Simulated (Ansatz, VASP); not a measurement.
**One calculation of Ba, two programs**

Contents of POSCAR:

```
Ba
1.0
    0.0000000000      3.1498026247      3.1498026247
    3.1498026247      0.0000000000      3.1498026247
    3.1498026247      3.1498026247      0.0000000000
Ba
1
Direct
    0.0000000000      0.0000000000      0.0000000000
```

INCAR.step1

```
SYSTEM = Ba
PREC = Accurate
ENCUT = 600
ISMEAR = -1
SIGMA = 0.1
LREAL = .False.
LASPH = .True.
NELM = 60
GGA = PE
ALGO = Normal
EDIFF = 1E-4
LWAVE = .True.
LCHARG = .False.
```

File INCAR.step2:

```
SYSTEM = Ba
PREC = Accurate
ENCUT = 600
EDIFF = 1E-6
ISMEAR = -1
SIGMA = 0.1
LREAL = .False.
LASPH = .True.
NELM = 60
ALGO = Normal
ISIF = 3
LWAVE = .False.
LCHARG = .False.
METAGGA = R2SCAN
LMIXTAU = .True.
IBRION = 2
NSW = 80
EDIFFG = -0.01
ISTART = 1
```

File KPOINTS:

```
Automatic mesh
0
Gamma
  9 9 9
  0 0 0
```

Input for Ansatz:

```yaml
crystal:
  lattice:
    - [0.0, 3.1498026247, 3.1498026247]
    - [3.1498026247, 0.0, 3.1498026247]
    - [3.1498026247, 3.1498026247, 0.0]
  atoms:
    - { symbol: Ba, position: [0.0, 0.0, 0.0] }
hamiltonian:
  xc: r2scan
  pseudopotentials:
    kind: paw
    azcp:
      Ba: "pseudopotentials/Ba.paw.azcp"
basis:
  ecutwfc: 500
  fft_grid_basis: typed
kpoints:
  mp_grid: { grid: [9, 9, 9], shift: [0, 0, 0] }
magnetization:
  spin_polarized: false
scf:
  occupations: { method: fermi_dirac, width: 0.1 }
relax:
  max_steps: 60
  f_tol: 0.01
  cell: {}
output:
  write_density: true
  write_potential: true
  elf: true
  volumetric_format: npy
```

Alike in both runs: task relaxation of cell and atoms; functional r2SCAN; k mesh 9 × 9 × 9; occupations fermi-dirac, width 0.1 eV; no spin polarisation.

|  | VASP | Ansatz |
| --- | --- | --- |
| version | VASP 6.6.1 | Ansatz 0.2.0 |
| potentials or method | VASP PAW PBE potentials, release 64 (Ba_sv), cutoff 600 eV | plane waves (500 eV) with PAW, scalar-relativistic |
| valence electrons in the cell | 10 | 10 |

|  | VASP | Ansatz | Ansatz less VASP |
| --- | --- | --- | --- |
| relaxed volume (Å³/atom) | 67.46 | 66.97 | -0.490 |
| relaxed cell length with the largest relative difference (Å) | 4.569 | 4.558 | -0.0111 |

VASP's potentials were made for PBE, not for r2SCAN.

Neither program's run includes spin-orbit coupling.
